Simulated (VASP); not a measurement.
Crystal: NaH.

```
Na H
1.0
     0.00000    2.39751    2.39751
     2.39751    0.00000    2.39751
     2.39751    2.39751    0.00000
Na H
1 1
Direct
  0.00000 0.00000 0.00000
  0.50000 0.50000 0.50000
```

Base run:

```yaml
Program: VASP 6.6.1
Functional: r2SCAN
Potentials_or_basis: VASP PAW PBE potentials, release 64 (Na_pv, H)
Cutoff: 550 eV
k_mesh: 8 × 8 × 8
Occupations: gaussian, width 0.01 eV
Spin: no spin polarisation
```

Its results: band gap on the k mesh 4.41 eV, indirect (least direct gap 5.26 eV); pressure -0.3 GPa.

Task: The run is repeated on the same cell with these changes: functional from r2SCAN to PBE; cutoff from 550 eV to 500 eV. What comes out?

Result: Band gap on the k mesh 3.80 eV, indirect (least direct gap 4.67 eV); pressure 0.5 GPa.

r2SCAN gives the wider gap, since meta-GGAs in the generalised Kohn-Sham scheme recover part of the derivative discontinuity.

Caveats: the PAW data sets were made with another functional, which shifts forces and pressure a little (some runs).

A k mesh can miss the band edges.
